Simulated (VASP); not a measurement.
# Sr2SO (P4/mmm) in VASP: further runs

Sr2SO is run at these levels: r2SCAN+rVV10, PBE, PBE+D4; tasks: single point, relaxation of cell and atoms.

Program: VASP 6.6.1. These are calculated values, not measurements. Logs are shortened: lines on timing, memory, paths and dates and some standing lists are left out, and cuts for length are marked.

### 1 The cell of the first run

Symmetry: P4/mmm, No. 123, tetragonal system. The conventional cell has a = 4.004 Å, b = 4.004 Å, c = 5.668 Å, α = 90.00°, β = 90.00°, γ = 90.00°. Sr (site symmetry 4/mmm) has 4 O at 2.83 Å and 2 S at 2.83 Å within 3.7 Å. Sr (site symmetry 4/mmm) has 4 S at 2.83 Å and 2 O at 2.83 Å within 3.7 Å. Within 3.7 Å of S (site symmetry 4/mmm) lie 6 Sr at 2.83 Å. Within 3.7 Å of O (site symmetry 4/mmm) lie 6 Sr at 2.83 Å.

### 2 Single point, r2SCAN+rVV10

POSCAR reads:

```
Sr2SO
1.0
    4.0039376923      0.0000000000      0.0000000000
    0.0000000000      4.0039376923      0.0000000000
    0.0000000000      0.0000000000      5.6680805540
Sr S O
2 1 1
Direct
    0.0000000000      0.0000000000      0.0000000000
    0.5000000000      0.5000000000      0.5000000000
    0.0000000000      0.0000000000      0.5000000000
    0.5000000000      0.5000000000      0.0000000000
```

INCAR.step1 reads:

```
SYSTEM = Sr2SO
  ALGO = Normal
  EDIFF = 1E-4
  ENCUT = 520
  GGA = PE
  ISMEAR = 0
  LASPH = .True.
  LCHARG = .False.
  LREAL = .False.
  LWAVE = .True.
  NBANDS = 24
  NELM = 100
  PREC = Accurate
  SIGMA = 0.01
```

INCAR.step2 reads:

```
SYSTEM = Sr2SO
  ALGO = Normal
  BPARAM = 11.95
  CPARAM = 0.0093
  EDIFF = 1E-6
  ENCUT = 520
  ISIF = 2
  ISMEAR = 0
  ISTART = 1
  IVDW_NL = 2
  LASPH = .True.
  LCHARG = .False.
  LMIXTAU = .True.
  LREAL = .False.
  LUSE_VDW = .True.
  LWAVE = .False.
  METAGGA = R2SCAN
  NBANDS = 24
  NELM = 100
  PREC = Accurate
  SIGMA = 0.01
```

KPOINTS reads:

```
k-points
0
Gamma
  6 6 4
  0 0 0
```

Potentials or basis: VASP PAW PBE potentials, release 64 (Sr_sv, S, O).

Launch:

```sh
> cat potpaw_PBE.64/Sr_sv/POTCAR potpaw_PBE.64/S/POTCAR potpaw_PBE.64/O/POTCAR > POTCAR
> cp INCAR.step1 INCAR
> mpirun -np 1 vasp_std > vasp.out
> cp INCAR.step2 INCAR
> mpirun -np 1 vasp_std > vasp.out
```

OUTCAR:

```text
SYSTEM = Sr2SO
   BPARAM = 11.95
   EDIFF = 1E-6
   ENCUT = 520
   ISIF = 2
   ISMEAR = 0
   ISTART = 1
   IVDW_NL = 2
   LASPH = .True.
   LREAL = .False.
   METAGGA = R2SCAN
   NELM = 100
   PREC = Accurate

 ion  position               nearest neighbor table
   1  0.000  0.000  0.000-   4 2.83   4 2.83   4 2.83   4 2.83   3 2.83   3 2.83   2 4.01   2 4.01
                             2 4.01   2 4.01   2 4.01   2 4.01   2 4.01   2 4.01
   2  0.500  0.500  0.500-   3 2.83   3 2.83   3 2.83   3 2.83   4 2.83   4 2.83   1 4.01   1 4.01
                             1 4.01   1 4.01   1 4.01   1 4.01   1 4.01   1 4.01
   3  0.000  0.000  0.500-   2 2.83   2 2.83   2 2.83   2 2.83   1 2.83   1 2.83
   4  0.500  0.500  0.000-   1 2.83   1 2.83   1 2.83   1 2.83   2 2.83   2 2.83

  LATTYP: Found a simple tetragonal cell.
 ALAT       =     4.0039376923
 C/A-ratio  =     1.4156265630

  Lattice vectors:

 A1 = (   4.0039376923,   0.0000000000,   0.0000000000)
 A2 = (   0.0000000000,   4.0039376923,   0.0000000000)
 A3 = (   0.0000000000,   0.0000000000,   5.6680805540)

Analysis of symmetry for initial positions (statically):
=====================================================================
 Subroutine PRICEL returns:
 Original cell was already a primitive cell.

 Routine SETGRP: Setting up the symmetry group for a
 simple tetragonal supercell.

 Subroutine GETGRP returns: Found 16 space group operations
 (whereof 16 operations were pure point group operations)
 out of a pool of 16 trial point group operations.

The static configuration has the point symmetry D_4h.

Analysis of symmetry for dynamics (positions and initial velocities):
=====================================================================
 Subroutine PRICEL returns:
 Original cell was already a primitive cell.

 Routine SETGRP: Setting up the symmetry group for a
 simple tetragonal supercell.

 Subroutine GETGRP returns: Found 16 space group operations
 (whereof 16 operations were pure point group operations)
 out of a pool of 16 trial point group operations.

The dynamic configuration has the point symmetry D_4h.

 Subroutine INISYM returns: Found 16 space group operations
 (whereof 16 operations are pure point group operations),
 and found     1 'primitive' translations

[... 90 lines left out ...]
   ISTART =      1    job   : 0-new  1-cont  2-samecut
   ICHARG =      0    charge: 1-file 2-atom 10-const
   ISPIN  =      1    spin polarized calculation?
   LNONCOLLINEAR =      F non collinear calculations
   LSORBIT =      F    spin-orbit coupling
   LASPH  =      T    aspherical Exc in radial PAW
   ENCUT  =  520.0 eV  38.22 Ry    6.18 a.u.   7.44  7.44 10.54*2*pi/ulx,y,z
   NELM   =    100;   NELMIN=  2; NELMDL=  0     # of ELM steps
   EDIFF  = 0.1E-05   stopping-criterion for ELM
   LREAL  =      F    real-space projection
   EDIFFG = 0.1E-04   stopping-criterion for IOM
   NSW    =      0    number of steps for IOM
   IBRION =     -1    ionic relax: 0-MD 1-quasi-New 2-CG
   NFREE  =      0    steps in history (QN), initial steepest desc. (CG)
   ISIF   =      2    stress and relaxation
   ISYM   =      2    0-nonsym 1-usesym 2-fastsym
   POTIM  = 0.5000    time-step for ionic-motion
   TEBEG  =    0.0;   TEEND  =   0.0 temperature during run
   PSTRESS=    0.0 pullay stress
   NELECT =      32.0000    total number of electrons
   NUPDOWN=      -1.0000    fix difference up-down
   EMIN   =  10.00;   EMAX   =-10.00  energy-range for DOS
   EFERMI =   0.00;   METHOD = LEGACY
   ISMEAR =     0;   SIGMA  =   0.01  broadening in eV -4-tet -1-fermi 0-gaus
   EFERMI_NEDOS =   21; number of points for ismear=-14 and -15
   IALGO  =     38    algorithm
   IMIX   =      4    mixing-type and parameters
     AMIX     =   0.40;   BMIX     =  1.00
     AMIX_MAG =   1.60;   BMIX_MAG =  1.00
  volume/ion in A,a.u.               =      22.72       153.30
  Fermi-wavevector in a.u.,A,eV,Ry     =   1.156080  2.184675 18.184477  1.336521
  Thomas-Fermi vector in A             =   2.292703
   LORBIT       =      0    0 simple, 1 ext, 2 COOP (PROOUT), +10 PAW based schemes
   METAGGA = R2SCAN    functional components
   LHFCALC =     F    Hartree Fock is set to
   AEXX    =    0.0000 exact exchange contribution
   IVDW_NL    =     2    kernel type
   BPARAM     =11.9500
   IVDW    =     0    specifies the selected vdW correction
   LEPSILON=     F    determine dielectric tensor
   LRPA    =     F    only Hartree local field effects (RPA)
 non-spin polarized calculation
 Gauss-broadening in eV      SIGMA  =   0.01
  energy-cutoff  :      520.00
  volume of cell :       90.87
 maximum number of plane-waves:      2486
 NGX is ok and might be reduce to    30
   NGX = 15   NGY = 15   NGZ = 21

 number of electron      31.9999992 magnetization

 Free energy of the ion-electron system (eV)
  ---------------------------------------------------
  ext. energy  EPLUGINS =         0.00000000
  ---------------------------------------------------
  free energy    TOTEN  =       -53.27145986 eV

  energy without entropy =      -53.27145986  energy(sigma->0) =      -53.27145986

 E-fermi :   1.7178     XC(G=0):  -9.7767

 val. band max:        1.6730685094   @ k =   0.0000   0.0000   0.0000
 cond. band min:       4.2300011581   @ k =   0.0000   0.0000   0.0000
 fundamental gap:      2.5569326487
 Fermi energy:         1.7177964450

 k-point     1 :       0.0000    0.0000    0.0000
  band No.  band energies     occupation
      1     -32.8288      2.00000
      2     -32.7497      2.00000
      3     -14.5539      2.00000
      4     -14.2778      2.00000
      5     -14.2778      2.00000
      6     -14.0705      2.00000
[... 637 lines left out ...]
     23       9.8543      0.00000
     24       9.9561      0.00000

 [... further k-points ...]
[... 5 lines left out ...]
  --------------------------------------------------------------------------------------
  -------------------------------------------------------------------------------------
  Total        0.1744225      0.1744225      0.1740142      0.0000000     -0.0000000      0.0000000
  in kB        3.0754067      3.0754067      3.0682062      0.0000000     -0.0000000      0.0000000
  external PRESSURE =       3.0730065 kB  Pullay stress =       0.0000000 kB

 VOLUME and BASIS-vectors are now :
 -----------------------------------------------------------------------------
  energy-cutoff  :      520.00
  volume of cell :       90.87
      direct lattice vectors                 reciprocal lattice vectors
     4.003937692  0.000000000  0.000000000     0.249754136  0.000000000  0.000000000
     0.000000000  4.003937692  0.000000000     0.000000000  0.249754136  0.000000000
     0.000000000  0.000000000  5.668080554     0.000000000  0.000000000  0.176426568

 POSITION                                       TOTAL-FORCE (eV/Angst)
 -----------------------------------------------------------------------------------
      0.00000      0.00000      0.00000         0.000000      0.000000      0.000000
      2.00197      2.00197      2.83404         0.000000      0.000000      0.000000
      0.00000      0.00000      2.83404         0.000000      0.000000      0.000000
      2.00197      2.00197      0.00000         0.000000      0.000000      0.000000
 -----------------------------------------------------------------------------------
    total drift:                                0.000000      0.000000     -0.000000

  FREE ENERGIE OF THE ION-ELECTRON SYSTEM (eV)
  ---------------------------------------------------
  free  energy   TOTEN  =       -53.2714598557 eV

  energy  without entropy=      -53.2714598557  energy(sigma->0) =      -53.27145986
```

OUTCAR.step1:

```text
SYSTEM = Sr2SO
   EDIFF = 1E-4
   ENCUT = 520
   GGA = PE
   ISMEAR = 0
[... 880 lines left out ...]
      0.00000      0.00000      0.00000         0.000000      0.000000      0.000000
      2.00197      2.00197      2.83404         0.000000      0.000000      0.000000
      0.00000      0.00000      2.83404         0.000000      0.000000      0.000000
      2.00197      2.00197      0.00000         0.000000      0.000000      0.000000
 -----------------------------------------------------------------------------------
    total drift:                                0.000000      0.000000     -0.000000

  FREE ENERGIE OF THE ION-ELECTRON SYSTEM (eV)
  ---------------------------------------------------
  free  energy   TOTEN  =       -21.2080440153 eV

  energy  without entropy=      -21.2080440153  energy(sigma->0) =      -21.20804402
```

Run time: 4.5 min. Hardware: 1 thread of Intel Xeon 8259CL, shared host; peak memory 0.38 GiB.

Results:

- Free energy: -53.2715 eV
- Pressure: 0.3 GPa
- Band gap on the k mesh: 2.56 eV

Caveat: the PAW data sets were made with another functional, which shifts forces and pressure a little.

### 3 Relaxation of cell and atoms, PBE

This run uses another cell than the first one, of 23.37 Å³/atom.

INCAR reads:

```
SYSTEM = Sr2SO
ALGO = Normal ; EDIFF = 1E-7
EDIFFG = -0.05 ; ENCUT = 600
GGA = PE ; IBRION = 2
ISIF = 3 ; ISMEAR = 0
LASPH = .TRUE. ; LCHARG = .FALSE.
LREAL = .FALSE. ; LWAVE = .FALSE.
NELM = 100 ; NSW = 80
PREC = Accurate ; SIGMA = 0.01
```

KPOINTS reads:

```
k-points
0
G
  6 6 4
  0 0 0
```

POSCAR reads:

```
Sr2SO
1.0
    4.0432370000      0.0000000000      0.0000000000
    0.0000000000      4.0432370000      0.0000000000
    0.0000000000      0.0000000000      5.7180000000
Sr S O
2 1 1
Direct
    0.0000000000      0.0000000000      0.0000000000
    0.5000000000      0.5000000000      0.5000000000
    0.0000000000      0.0000000000      0.5000000000
    0.5000000000      0.5000000000      0.0000000000
```

Potentials or basis: VASP PAW PBE potentials, release 64 (Sr_sv, S, O).

Launch:

```sh
> cat potpaw_PBE.64/Sr_sv/POTCAR potpaw_PBE.64/S/POTCAR potpaw_PBE.64/O/POTCAR > POTCAR
> mpirun -np 1 vasp_std > vasp.out
```

It took 74 s on 1 thread of Intel Xeon 8259CL, shared host; peak memory 0.26 GiB.

It converged, with:

* Free energy: -21.2249 eV
* Pressure after relaxing: 0.0 GPa
* Band gap on the k mesh: 2.19 eV

Stress tensor (GPa, compression positive):
```
-0.04  0.00  0.00
 0.00 -0.04  0.00
 0.00  0.00  0.07
```

Final structure:
```xyz
4
Lattice="4.0432 0.0000 0.0000 0.0000 4.0432 0.0000 0.0000 0.0000 5.7180" Properties=species:S:1:pos:R:3 pbc="T T T"
Sr    0.0000    0.0000    0.0000
Sr    2.0216    2.0216    2.8590
S     0.0000    0.0000    2.8590
O     2.0216    2.0216    0.0000
```

Levels at points of the mesh, in eV from the valence-band top:
| k point | band 14 | band 15 | band 16 | band 17 | band 18 | band 19 |
| --- | --- | --- | --- | --- | --- | --- |
| (0.00, 0.00, 0.00) | -0.04 | 0.00 | 0.00 | 2.19 | 2.90 | 4.59 |
| (0.50, 0.00, 0.00) | -1.19 | -0.55 | -0.43 | 4.32 | 5.34 | 5.67 |
| (0.50, 0.50, 0.00) | -0.27 | -0.27 | -0.14 | 2.39 | 2.39 | 5.48 |
| (0.00, 0.00, 0.50) | -0.80 | -0.10 | -0.10 | 2.55 | 4.07 | 4.21 |
| (0.50, 0.00, 0.50) | -0.98 | -0.76 | -0.61 | 5.22 | 5.54 | 5.97 |
| (0.50, 0.50, 0.50) | -0.70 | -0.55 | -0.55 | 4.16 | 4.16 | 5.58 |

Caveat: the relaxation stopped at its first step, so nothing moved. A k mesh can miss the band edges.

### 4 Relaxation of cell and atoms, PBE+D4

This run uses another cell than the first one, of 23.37 Å³/atom.

INCAR reads:

```
SYSTEM = Sr2SO
PREC     = Accurate       ! precision mode
ENCUT    = 600            ! plane-wave cutoff, eV
EDIFF    = 1E-6           ! SCF threshold, eV
ISMEAR   = 0              ! smearing method
SIGMA    = 0.01           ! smearing width, eV
LREAL    = .False.        ! projectors in reciprocal space
LASPH    = .True.         ! aspherical terms in the spheres
NELM     = 80             ! most SCF steps
ALGO     = Normal         ! electronic algorithm
ISIF     = 3              ! what is computed and relaxed
LWAVE    = .False.        ! write WAVECAR
LCHARG   = .False.        ! write CHGCAR
GGA      = PE             ! functional
IVDW     = 13             ! dispersion correction
IBRION   = 2              ! ionic algorithm
NSW      = 80             ! ionic steps
EDIFFG   = -0.05          ! ionic threshold
```

KPOINTS reads:

```
Automatic mesh
0
Gamma
  6 6 4
  0 0 0
```

POSCAR is that of step 3.

Launch:

```sh
> cat potpaw_PBE.64/Sr_sv/POTCAR potpaw_PBE.64/S/POTCAR potpaw_PBE.64/O/POTCAR > POTCAR
> mpirun -np 1 vasp_std > vasp.out
```

Wall time 2.4 min (1 thread of Intel Xeon 8259CL, shared host); peak memory 0.27 GiB.

Results (log left out):

```yaml
Free_energy: -21.9606 eV
Relaxed_volume: 22.84 Å³/atom
Relaxed_cell: a = 4.011 Å, b = 4.011 Å, c = 5.678 Å, α = 90.00°, β = 90.00°, γ = 90.00°
Space_group_after_relaxing_to_0.1_Å: P4/mmm (No. 123)
Energy_gained_by_relaxing: 2.2 meV/atom
Ionic_steps: 3
Pressure_after_relaxing: 0.0 GPa
Band_gap_on_the_k_mesh: 2.17 eV
Dispersion_energy_per_atom: -0.186 eV
```

The path:
| step | energy change (eV) | largest force (eV/Å) | pressure (GPa) | volume (Å³) |
| --- | --- | --- | --- | --- |
| 1 | 0.0000 | 0.0000 | -1.32 | 93.48 |
| 2 | -0.0084 | 0.0000 | 0.33 | 90.89 |
| 3 | -0.0089 | 0.0000 | 0.02 | 91.37 |

Final structure:
```cif
data_structure
_symmetry_space_group_name_H-M 'P 1'
_symmetry_Int_Tables_number 1
_cell_length_a 4.0115
_cell_length_b 4.0115
_cell_length_c 5.6777
_cell_angle_alpha 90.000
_cell_angle_beta 90.000
_cell_angle_gamma 90.000
_cell_volume 91.37
loop_
_atom_site_label
_atom_site_type_symbol
_atom_site_fract_x
_atom_site_fract_y
_atom_site_fract_z
_atom_site_occupancy
Sr1 Sr 0.00000 0.00000 0.00000 1
Sr2 Sr 0.50000 0.50000 0.50000 1
S1 S 0.00000 0.00000 0.50000 1
O1 O 0.50000 0.50000 0.00000 1
```

Levels at points of the mesh, in eV from the valence-band top:
```tsv
k point	band 12	band 13	band 14	band 15	band 16	band 17	band 18	band 19	band 20
(0.00, 0.00, 0.00)	-0.67	-0.67	-0.04	0.00	0.00	2.17	3.02	4.63	4.63
(0.50, 0.00, 0.00)	-1.77	-1.36	-1.22	-0.58	-0.44	4.37	5.45	5.80	5.90
(0.50, 0.50, 0.00)	-1.50	-0.86	-0.26	-0.26	-0.14	2.37	2.37	5.61	6.43
(0.00, 0.00, 0.50)	-0.95	-0.76	-0.76	-0.11	-0.11	2.54	4.10	4.34	5.34
(0.50, 0.00, 0.50)	-2.68	-1.87	-1.01	-0.79	-0.64	5.33	5.64	6.07	6.32
(0.50, 0.50, 0.50)	-1.58	-1.58	-0.72	-0.55	-0.55	4.19	4.19	5.65	5.65
```

(Continued in part 2 of 2.)
